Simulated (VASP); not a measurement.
Write the native input for VASP 6.6.1 that does the following.

* Task: single point
* Functional: PBE
* Potentials or basis: VASP PAW PBE potentials, release 64 (Ga_d)
* Cutoff: 520 eV
* k mesh: 15 × 15 × 13
* Occupations: fermi-dirac, width 0.05 eV
* Spin: no spin polarisation
* Dipole correction: no
* Further INCAR settings: ALGO = Normal; EDIFF = 1e-06; NBANDS = 20

The structure of Ga lies in POSCAR:

```
Ga
1.0
    1.4500000000     -4.0650000000      0.0000000000
    1.4500000000      4.0650000000      0.0000000000
    0.0000000000      0.0000000000      3.1700000000
Ga
2
Direct
    0.8670000000      0.1330000000      0.2500000000
    0.1330000000      0.8670000000      0.7500000000
```

The input as run:

INCAR

```
SYSTEM = Ga
PREC = Accurate ; ENCUT = 520
EDIFF = 1E-6 ; ISMEAR = -1
SIGMA = 0.05 ; LREAL = .False.
LASPH = .True. ; NELM = 100
ALGO = Normal ; ISIF = 2
LWAVE = .False. ; LCHARG = .True.
GGA = PE ; LELF = .True.
LVHAR = .True. ; NBANDS = 20
```

KPOINTS

```
Automatic mesh
0
Gamma
  15 15 13
  0 0 0
```

Potentials or basis: VASP PAW PBE potentials, release 64 (Ga_d).

The run is started by

```sh
$ cat potpaw_PBE.64/Ga_d/POTCAR > POTCAR
$ mpirun -np 1 vasp_std > vasp.out
```

It gave:

The pressure is 1.5 GPa and the largest force is 0.200 eV/Å. The band gap on the k mesh is zero (bands 13 and 14 overlap by 8.73 eV).

Run time: 70 s on 1 thread of Intel(R) Xeon(R) 6975P-C (Granite Rapids), with other jobs on the host, peak memory 0.37 GiB.
